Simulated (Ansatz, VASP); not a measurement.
**GaP: VASP beside Ansatz**

```xyz
2
Lattice="0.0000 2.7787 2.7787 2.7787 0.0000 2.7787 2.7787 2.7787 0.0000" Properties=species:S:1:pos:R:3 pbc="T T T"
Ga    0.0000    0.0000    0.0000
P     4.1680    4.1680    4.1680
```

Change from the starting cell: volume scaled by 1.06.

Alike in both runs: task single point; functional LDA; k mesh 8 × 8 × 8; occupations fermi-dirac, width 0.05 eV; no spin polarisation.

|  | VASP | Ansatz |
| --- | --- | --- |
| version | VASP 6.6.1 | Ansatz 0.2.0 |
| potentials or method | VASP PAW LDA potentials, release 64 (Ga_d, P), cutoff 520 eV | all-electron LAPW, scalar-relativistic |

```tsv
	VASP	Ansatz	Ansatz less VASP
gap on the k mesh at the Fermi level (eV)	1.16	1.13	-0.031
least direct gap on the mesh (eV)	1.16	1.13	-0.031
pressure (GPa)	-6.6	-6.7	-0.07
```

LDA's correlation is that of Perdew and Zunger in VASP and of Perdew and Wang (1992) in Ansatz. Ansatz ran all-electron here, and VASP with PAW potentials.
